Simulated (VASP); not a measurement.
# Y (Fd-3m) in VASP: further runs, part 2 of 2

VASP 6.6.1.

## (4) Single point, r2SCAN+D3(BJ)

This run uses another cell than the first one, of 27.97 Å³/atom.

Input file POSCAR:

```
Y
1.0
    0.0000000000      3.0353326546      3.0353326546
    3.0353326546      0.0000000000      3.0353326546
    3.0353326546      3.0353326546      0.0000000000
Y
2
Direct
    1.0000000000      1.0000000000      1.0000000000
    0.2500000000      0.2500000000      0.2500000000
```

Input file INCAR.step1:

```
PREC = Accurate
ENCUT = 550
ISMEAR = -1
SIGMA = 0.05
LREAL = False
LASPH = True
NELM = 120
NBANDS = 18
GGA = PE
ALGO = Normal
EDIFF = 1E-5
LWAVE = True
LCHARG = False
GGA_COMPAT = False
```

Input file INCAR.step2:

```
PREC = Accurate
ENCUT = 550
EDIFF = 1E-6
ISMEAR = -1
SIGMA = 0.05
LREAL = False
LASPH = True
NELM = 120
ALGO = Normal
ISIF = 2
LWAVE = False
LCHARG = False
METAGGA = R2SCAN
LMIXTAU = True
IVDW = 12
VDW_S6 = 1.0
VDW_S8 = 0.78981345
VDW_A1 = 0.49484001
VDW_A2 = 5.73083694
NBANDS = 18
ISTART = 1
GGA_COMPAT = False
```

Input file KPOINTS:

```
Automatic mesh
0
Gamma
  6 6 6
```

Potentials or basis: VASP PAW PBE potentials, release 64 (Y_sv).

Launch:

```
$ cat potpaw_PBE.64/Y_sv/POTCAR > POTCAR
$ cp INCAR.step1 INCAR
$ mpirun -np 1 vasp_std > vasp.out
$ cp INCAR.step2 INCAR
$ mpirun -np 1 vasp_std > vasp.out
```

OUTCAR:

```text
PREC = Accurate
   ENCUT = 550
   EDIFF = 1E-6
   ISMEAR = -1
   LREAL = False
   LASPH = True
   NELM = 120
   ISIF = 2
   METAGGA = R2SCAN
   IVDW = 12
   ISTART = 1
 IVDW          = 12

 ion  position               nearest neighbor table
   1  0.000  0.000  0.000-   2 2.63   2 2.63   2 2.63   2 2.63
   2  0.250  0.250  0.250-   1 2.63   1 2.63   1 2.63   1 2.63

  LATTYP: Found a face centered cubic cell.
 ALAT       =     6.0706653092

  Lattice vectors:

 A1 = (   0.0000000000,   3.0353326546,   3.0353326546)
 A2 = (   3.0353326546,   0.0000000000,   3.0353326546)
 A3 = (   3.0353326546,   3.0353326546,   0.0000000000)

Analysis of symmetry for initial positions (statically):
=====================================================================
 Subroutine PRICEL returns:
 Original cell was already a primitive cell.

 Routine SETGRP: Setting up the symmetry group for a
 face centered cubic supercell.

 Subroutine GETGRP returns: Found 48 space group operations
 (whereof 24 operations were pure point group operations)
 out of a pool of 48 trial point group operations.

The static configuration has the point symmetry T_d .
 The point group associated with its full space group is O_h .

Analysis of symmetry for dynamics (positions and initial velocities):
=====================================================================
 Subroutine PRICEL returns:
 Original cell was already a primitive cell.

 Routine SETGRP: Setting up the symmetry group for a
 face centered cubic supercell.

 Subroutine GETGRP returns: Found 48 space group operations
 (whereof 24 operations were pure point group operations)
 out of a pool of 48 trial point group operations.

The dynamic configuration has the point symmetry T_d .
 The point group associated with its full space group is O_h .

 Subroutine INISYM returns: Found 48 space group operations
 (whereof 24 operations are pure point group operations),
 and found     1 'primitive' translations

----------------------------------------------------------------------------------------

                                     Primitive cell

  volume of cell :      55.9305

  direct lattice vectors                    reciprocal lattice vectors
     0.000000000  3.035332655  3.035332655    -0.164726591  0.164726591  0.164726591
     3.035332655  0.000000000  3.035332655     0.164726591 -0.164726591  0.164726591
     3.035332655  3.035332655  0.000000000     0.164726591  0.164726591 -0.164726591

  length of vectors
     4.292608606  4.292608606  4.292608606     0.285314825  0.285314825  0.285314825

  position of ions in fractional coordinates (direct lattice)
     0.000000000  0.000000000  0.000000000
     0.250000000  0.250000000  0.250000000

  ion indices of the primitive-cell ions
   primitive index   ion index
                 1           1
                 2           2

----------------------------------------------------------------------------------------

 KPOINTS: Automatic mesh

Automatic generation of k-mesh.
 Grid dimensions read from file:
 generate k-points for:    6    6    6

 Generating k-lattice:

  Cartesian coordinates                     Fractional coordinates (reciprocal lattice)
    -0.027454432  0.027454432  0.027454432     0.166666667  0.000000000  0.000000000
     0.027454432 -0.027454432  0.027454432     0.000000000  0.166666667  0.000000000
     0.027454432  0.027454432 -0.027454432     0.000000000  0.000000000  0.166666667

  Length of vectors
     0.047552471  0.047552471  0.047552471

  Shift w.r.t. Gamma in fractional coordinates (k-lattice)
     0.000000000  0.000000000  0.000000000

 Subroutine IBZKPT returns following result:
 ===========================================

 Found     16 irreducible k-points:

 Following reciprocal coordinates:
            Coordinates               Weight
  0.000000  0.000000  0.000000      1.000000
  0.166667  0.000000  0.000000      8.000000
  0.333333  0.000000  0.000000      8.000000
  0.500000  0.000000  0.000000      4.000000
  0.166667  0.166667  0.000000      6.000000
  0.333333  0.166667  0.000000     24.000000
[... 8 lines left out ...]
 -0.333333  0.333333  0.166667     24.000000
 -0.333333  0.500000  0.166667     12.000000
   k-points           NKPTS =     16   k-points in BZ     NKDIM =     16   number of bands    NBANDS=     18
   number of dos      NEDOS =    301   number of ions     NIONS =      2
   total plane-waves  NPLWV =  46656
   dimension x,y,z NGX =    36 NGY =   36 NGZ =   36
   dimension x,y,z NGXF=    72 NGYF=   72 NGZF=   72
   ions per type =               2
   NGX,Y,Z   is equivalent  to a cutoff of  13.94, 13.94, 13.94 a.u.
   NGXF,Y,Z  is equivalent  to a cutoff of  27.88, 27.88, 27.88 a.u.
 SYSTEM =  unknown system
   PREC   = accura    normal or accurate (medium, high low for compatibility)
   ISTART =      1    job   : 0-new  1-cont  2-samecut
   ICHARG =      0    charge: 1-file 2-atom 10-const
   ISPIN  =      1    spin polarized calculation?
   LNONCOLLINEAR =      F non collinear calculations
   LSORBIT =      F    spin-orbit coupling
   LASPH  =      T    aspherical Exc in radial PAW
   ENCUT  =  550.0 eV  40.42 Ry    6.36 a.u.   8.21  8.21  8.21*2*pi/ulx,y,z
   NELM   =    120;   NELMIN=  2; NELMDL=  0     # of ELM steps
   EDIFF  = 0.1E-05   stopping-criterion for ELM
   LREAL  =      F    real-space projection
   EDIFFG = 0.1E-04   stopping-criterion for IOM
   NSW    =      0    number of steps for IOM
   IBRION =     -1    ionic relax: 0-MD 1-quasi-New 2-CG
   NFREE  =      0    steps in history (QN), initial steepest desc. (CG)
   ISIF   =      2    stress and relaxation
   ISYM   =      2    0-nonsym 1-usesym 2-fastsym
   POTIM  = 0.5000    time-step for ionic-motion
   TEBEG  =    0.0;   TEEND  =   0.0 temperature during run
   PSTRESS=    0.0 pullay stress
   NELECT =      22.0000    total number of electrons
   NUPDOWN=      -1.0000    fix difference up-down
   EMIN   =  10.00;   EMAX   =-10.00  energy-range for DOS
   EFERMI =   0.00;   METHOD = LEGACY
   ISMEAR =    -1;   SIGMA  =   0.05  broadening in eV -4-tet -1-fermi 0-gaus
   EFERMI_NEDOS =   21; number of points for ismear=-14 and -15
   IALGO  =     38    algorithm
   IMIX   =      4    mixing-type and parameters
     AMIX     =   0.40;   BMIX     =  1.00
     AMIX_MAG =   1.60;   BMIX_MAG =  1.00
  volume/ion in A,a.u.               =      27.97       188.72
  Fermi-wavevector in a.u.,A,eV,Ry     =   1.199498  2.266722 19.575992  1.438795
  Thomas-Fermi vector in A             =   2.335359
   LORBIT       =      0    0 simple, 1 ext, 2 COOP (PROOUT), +10 PAW based schemes
   METAGGA = R2SCAN    functional components
   LHFCALC =     F    Hartree Fock is set to
   AEXX    =    0.0000 exact exchange contribution
   IVDW    =    12    specifies the selected vdW correction
   LEPSILON=     F    determine dielectric tensor
   LRPA    =     F    only Hartree local field effects (RPA)
 non-spin polarized calculation
  energy-cutoff  :      550.00
  volume of cell :       55.93
 maximum number of plane-waves:      1676
 NGX is ok and might be reduce to    36
   NGX = 17   NGY = 17   NGZ = 17

 number of electron      22.0000002 magnetization

 Free energy of the ion-electron system (eV)
  ---------------------------------------------------
  ext. energy  EPLUGINS =         0.00000000
  ---------------------------------------------------
  free energy    TOTEN  =       -35.94922778 eV

  energy without entropy =      -35.93445249  energy(sigma->0) =      -35.94184014

 E-fermi :   3.7241     XC(G=0): -10.5842

 val. band max:        3.6320224759   @ k =   0.5000   0.3333   0.1667
 cond. band min:       3.9190663830   @ k =   0.5000   0.3333   0.0000
 fundamental gap:      0.2870439071
 Fermi energy:         3.7241120361

 k-point     1 :       0.0000    0.0000    0.0000
  band No.  band energies     occupation
      1     -41.2795      2.00000
      2     -40.0325      2.00000
      3     -21.0601      2.00000
      4     -21.0601      2.00000
      5     -21.0601      2.00000
      6     -19.3918      2.00000
[... 10 lines left out ...]
     17       7.0321      0.00000
     18      11.3563      0.00000
[... 295 lines left out ...]
 k-point    16 :      -0.3333    0.5000    0.1667
  band No.  band energies     occupation
      1     -40.6774      2.00000
      2     -40.6774      2.00000
      3     -21.5317      2.00000
      4     -21.5317      2.00000
      5     -20.2087      2.00000
      6     -20.2087      2.00000
[... 10 lines left out ...]
     17       9.3732      0.00000
     18       9.3732      0.00000

------------------------ aborting loop because EDIFF is reached ----------------------------------------

 Edisp (eV)   -0.37551

 E8    (eV) :    -0.1633

  FORCE on cell =-STRESS in cart. coord.  units (eV):
  Direction    XX          YY          ZZ          XY          YZ          ZX
  --------------------------------------------------------------------------------------
  -------------------------------------------------------------------------------------
  Total       1.81015     1.81015     1.81015     0.00000     0.00000     0.00000
  in kB      51.85330    51.85330    51.85330     0.00000     0.00000     0.00000
  external pressure =       51.85 kB  Pullay stress =        0.00 kB

 VOLUME and BASIS-vectors are now :
 -----------------------------------------------------------------------------
  energy-cutoff  :      550.00
  volume of cell :       55.93
      direct lattice vectors                 reciprocal lattice vectors
     0.000000000  3.035332655  3.035332655    -0.164726591  0.164726591  0.164726591
     3.035332655  0.000000000  3.035332655     0.164726591 -0.164726591  0.164726591
     3.035332655  3.035332655  0.000000000     0.164726591  0.164726591 -0.164726591

 POSITION                                       TOTAL-FORCE (eV/Angst)
 -----------------------------------------------------------------------------------
      0.00000      0.00000      0.00000         0.000000      0.000000     -0.000000
      1.51767      1.51767      1.51767        -0.000000     -0.000000      0.000000
 -----------------------------------------------------------------------------------
    total drift:                                0.000000      0.000000      0.000000

  FREE ENERGIE OF THE ION-ELECTRON SYSTEM (eV)
  ---------------------------------------------------
  free  energy   TOTEN  =       -36.3247385281 eV

  energy  without entropy=      -36.3099632427  energy(sigma->0) =      -36.31735089
```

Wall time 46 s (1 thread of Intel Xeon 6975P-C (Granite Rapids), shared host); peak memory 0.23 GiB.

Results:

| Property | Result |
| --- | --- |
| Free energy | -36.3247 eV |
| Pressure | 5.2 GPa |
| Band gap on the k mesh | zero (bands 11 and 12 overlap by 1.49 eV) |
| Dispersion energy per atom | -0.188 eV |

Levels at points of the mesh, in eV from the Fermi level:
```
           k point  band 9  band 10  band 11  band 12  band 13  band 14
(0.00, 0.00, 0.00)   -4.33    -0.86    -0.86     0.89     0.89     0.89
(0.50, 0.00, 0.00)   -1.54    -1.13    -0.79    -0.79     0.55     0.55
(0.50, 0.50, 0.00)   -2.31    -2.31     0.65     0.65     1.87     1.87
```

Caveat: the cell stands under pressure; the PAW data sets were made with another functional, which shifts forces and pressure a little.

## (5) Single point, r2SCAN+D3(BJ)

This run uses another cell than the first one, of 39.09 Å³/atom.

Input file POSCAR:

```
Y
1.0
    0.0000000000      3.3938962484      3.3938962484
    3.3938962484      0.0000000000      3.3938962484
    3.3938962484      3.3938962484      0.0000000000
Y
2
Direct
    1.0000000000      1.0000000000      1.0000000000
    0.2500000000      0.2500000000      0.2500000000
```

Input file INCAR.step1:

```
SYSTEM = Y
PREC = Accurate
ENCUT = 550
ISMEAR = -1
SIGMA = 0.05
LREAL = .FALSE.
LASPH = .TRUE.
NELM = 120
NBANDS = 18
GGA = PE
ALGO = Normal
EDIFF = 1E-5
LWAVE = .TRUE.
LCHARG = .FALSE.
GGA_COMPAT = .FALSE.
```

Input file INCAR.step2:

```
SYSTEM = Y
PREC = Accurate
ENCUT = 550
EDIFF = 1E-6
ISMEAR = -1
SIGMA = 0.05
LREAL = .FALSE.
LASPH = .TRUE.
NELM = 120
ALGO = Normal
ISIF = 2
LWAVE = .FALSE.
LCHARG = .FALSE.
METAGGA = R2SCAN
LMIXTAU = .TRUE.
IVDW = 12
VDW_S6 = 1.0
VDW_S8 = 0.78981345
VDW_A1 = 0.49484001
VDW_A2 = 5.73083694
NBANDS = 18
ISTART = 1
GGA_COMPAT = .FALSE.
```

Input file KPOINTS:

```
regular mesh
0
G
  6 6 6
  0 0 0
```

Launch:

```
$ cat potpaw_PBE.64/Y_sv/POTCAR > POTCAR
$ cp INCAR.step1 INCAR
$ mpirun -np 1 vasp_std > vasp.out
$ cp INCAR.step2 INCAR
$ mpirun -np 1 vasp_std > vasp.out
```

Run time: 71 s. Hardware: 1 thread of Intel Xeon 6975P-C (Granite Rapids), shared host; peak memory 0.27 GiB.

The run converged. Its results:

* Free energy: -36.5747 eV
* Pressure: 0.0 GPa
* Band gap on the k mesh: zero (bands 11 and 12 overlap by 0.58 eV)
* Dispersion energy per atom: -0.134 eV

Levels at points of the mesh, in eV from the Fermi level:
| k point | band 7 | band 8 | band 9 | band 10 | band 11 | band 12 | band 13 | band 14 | band 15 | band 16 |
| --- | --- | --- | --- | --- | --- | --- | --- | --- | --- | --- |
| (0.00, 0.00, 0.00) | -23.69 | -23.69 | -3.97 | -0.21 | -0.21 | 0.65 | 0.65 | 0.65 | 2.34 | 2.34 |
| (0.50, 0.00, 0.00) | -23.58 | -23.58 | -1.59 | -0.93 | -0.22 | -0.22 | 0.66 | 0.66 | 1.00 | 3.33 |
| (0.50, 0.50, 0.00) | -23.48 | -23.48 | -1.34 | -1.34 | 0.35 | 0.35 | 0.79 | 0.79 | 2.17 | 2.17 |

Caveat: the PAW data sets were made with another functional, which shifts forces and pressure a little.

## (6) Relaxation of cell and atoms, r2SCAN+D3(BJ)

This run uses another cell than the first one, of 42.88 Å³/atom.

Input file POSCAR:

```
Y
1.0
    0.0000000000      3.5000000000      3.5000000000
    3.5000000000      0.0000000000      3.5000000000
    3.5000000000      3.5000000000      0.0000000000
Y
2
Direct
    1.0000000000      1.0000000000      1.0000000000
    0.2500000000      0.2500000000      0.2500000000
```

Input file INCAR.step1:

```
SYSTEM = Y
ALGO = Normal ; EDIFF = 1E-5
EDIFFG = -0.005 ; ENCUT = 550
GGA = PE ; GGA_COMPAT = .False.
IBRION = 2 ; ISIF = 3
ISMEAR = -1 ; LASPH = .True.
LCHARG = .False. ; LREAL = .False.
LWAVE = .True. ; NELM = 120
NELMIN = 4 ; NSW = 100
PREC = Accurate ; SIGMA = 0.05
```

Input file INCAR.step2:

```
SYSTEM = Y
ALGO = Normal ; EDIFF = 1E-7
EDIFFG = -0.03 ; ENCUT = 550
GGA_COMPAT = .False. ; IBRION = 2
ISIF = 3 ; ISMEAR = -1
ISTART = 1 ; IVDW = 12
LASPH = .True. ; LCHARG = .False.
LMIXTAU = .True. ; LREAL = .False.
LWAVE = .False. ; METAGGA = R2SCAN
NELM = 120 ; NELMIN = 4
NSW = 60 ; PREC = Accurate
SIGMA = 0.05 ; VDW_A1 = 0.49484001
VDW_A2 = 5.73083694 ; VDW_S6 = 1.0
VDW_S8 = 0.78981345
```

Input file KPOINTS:

```
k-points
0
Gamma
  6 6 6
  0 0 0
```

Potentials or basis: VASP PAW PBE potentials, release 64 (Y_sv).

Launch:

```
$ cat potpaw_PBE.64/Y_sv/POTCAR > POTCAR
$ cp INCAR.step1 INCAR
$ mpirun -np 1 vasp_std > vasp.out
$ cp INCAR.step2 INCAR
$ mpirun -np 1 vasp_std > vasp.out
```

Run time: 5.5 min. Hardware: 1 thread of Intel Xeon 6975P-C (Granite Rapids), shared host; peak memory 0.29 GiB.

It converged, with:

```yaml
Free_energy: -36.5752 eV
Relaxed_volume: 39.24 Å³/atom
Relaxed_cell: a = 4.806 Å, b = 4.806 Å, c = 4.806 Å, α = 60.00°, β = 60.00°, γ = 60.00°
Space_group_after_relaxing_to_0.1_Å: Fd-3m (No. 227)
Energy_gained_by_relaxing: 16.7 meV/atom
Ionic_steps: 4
Pressure_after_relaxing: -0.1 GPa
Band_gap_on_the_k_mesh: zero (bands 11 and 12 overlap by 0.57 eV)
Dispersion_energy_per_atom: -0.134 eV
```

Step by step:
| step | energy change (eV) | largest force (eV/Å) | pressure (GPa) | volume (Å³) |
| --- | --- | --- | --- | --- |
| 1 | 0.0000 | 0.0000 | -0.97 | 85.75 |
| 2 | -0.0194 | 0.0000 | -0.93 | 82.57 |
| 3 | -0.0125 | 0.0000 | 1.32 | 73.51 |
| 4 | -0.0335 | 0.0000 | -0.05 | 78.49 |

Final structure:
```
Y
1.0
     0.00000    3.39823    3.39823
     3.39823    0.00000    3.39823
     3.39823    3.39823    0.00000
Y
2
Direct
  0.00000 0.00000 0.00000
  0.25000 0.25000 0.25000
```

Levels at points of the mesh, in eV from the Fermi level:
```
           k point  band 9  band 10  band 11  band 12  band 13  band 14
(0.00, 0.00, 0.00)   -3.97    -0.21    -0.21     0.65     0.65     0.65
(0.50, 0.00, 0.00)   -1.60    -0.93    -0.22    -0.22     0.66     0.66
(0.50, 0.50, 0.00)   -1.34    -1.34     0.33     0.33     0.79     0.79
```

Caveat: the PAW data sets were made with another functional, which shifts forces and pressure a little.

## (7) Summary

| task | cell | gap on the mesh (eV) | pressure (GPa) |
| --- | --- | --- | --- |
| single point | a = 4.003 Å, angles 60.0°, 2 atoms | none | 20.5 |
| single point | a = 4.154 Å, angles 60.0°, 2 atoms | none | 10.3 |
| single point | a = 4.293 Å, angles 60.0°, 2 atoms | none | 5.2 |
| single point | a = 4.800 Å, angles 60.0°, 2 atoms | none | 0.0 |
| relaxation of cell and atoms | relaxed from a = 4.950 Å, angles 60.0°, 2 atoms | none | -0.1 |

Alike in all rows: level r2SCAN+D3(BJ); potentials or basis VASP PAW PBE potentials, release 64 (Y_sv); no spin polarisation; k mesh 6 × 6 × 6; cutoff (eV) 550; smearing fermi-dirac 0.05 eV.

Caveats: the PAW data sets were made with another functional, which shifts forces and pressure a little; the cell stands under pressure (at least some runs).

Absolute energies hang on the potentials; compare differences alone.

The gap in the log of VASP goes by the Fermi energy; the results here count the filled bands.